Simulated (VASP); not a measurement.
Write the native input for VASP 6.6.1 that does the following.

```yaml
Task: single point
Functional: PBEsol
Potentials_or_basis: VASP PAW PBE potentials, release 64 (Sn_d, Mg, K_sv)
Cutoff: 520 eV
k_mesh: 4 × 4 × 2
Occupations: fermi-dirac, width 0.1 eV
Spin: no spin polarisation
Dipole_correction: no
Further_INCAR_settings: ALGO = Normal; EDIFF = 1e-06; NBANDS = 52
```

The structure of K6MgSn2 lies in POSCAR:

```
K6MgSn2
1.0
    0.0000000000      6.2706880000      0.0000000000
    5.7725430000     -3.1353440000      0.0000000000
    1.4983410000      0.0000000000    -10.5675290000
Sn Mg K
2 1 6
Direct
    0.1447400000      0.2894800000      0.7509700000
    0.8552600000      0.7105200000      0.2490300000
    0.0000000000      0.0000000000      0.0000000000
    0.4703000000      0.9406000000      0.7247000000
    0.5297000000      0.0594000000      0.2753000000
    0.2926000000      0.5852000000      0.0705000000
    0.7074000000      0.4148000000      0.9295000000
    0.1736000000      0.3472000000      0.4092000000
    0.8264000000      0.6528000000      0.5908000000
```

These files were run (other wordings do the same):

INCAR

```
  PREC = Accurate
  ENCUT = 520
  EDIFF = 1E-6
  ISMEAR = -1
  SIGMA = 0.1
  LREAL = F
  LASPH = T
  NELM = 80
  ALGO = Normal
  ISIF = 2
  LWAVE = F
  LCHARG = F
  GGA = PS
  NBANDS = 52
```

KPOINTS

```
Automatic mesh
0
Gamma
  4 4 2
```

Potentials or basis: VASP PAW PBE potentials, release 64 (Sn_d, Mg, K_sv).

Launch:

```console
$ cat potpaw_PBE.64/Sn_d/POTCAR potpaw_PBE.64/Mg/POTCAR potpaw_PBE.64/K_sv/POTCAR > POTCAR
$ mpirun -np 1 vasp_std > vasp.out
```

Results of the run:

```json
{
 "Pressure": "-0.4 GPa",
 "Largest force": "0.421 eV/Å"
}
```

Caveat: the PAW data sets were made with another functional, which shifts forces and pressure a little.

Wall time 6.4 min on 1 thread of Intel(R) Xeon(R) Platinum 8259CL CPU @ 2.50GHz (Skylake/Cascade Lake) (shared host), peak memory 0.6 GiB.
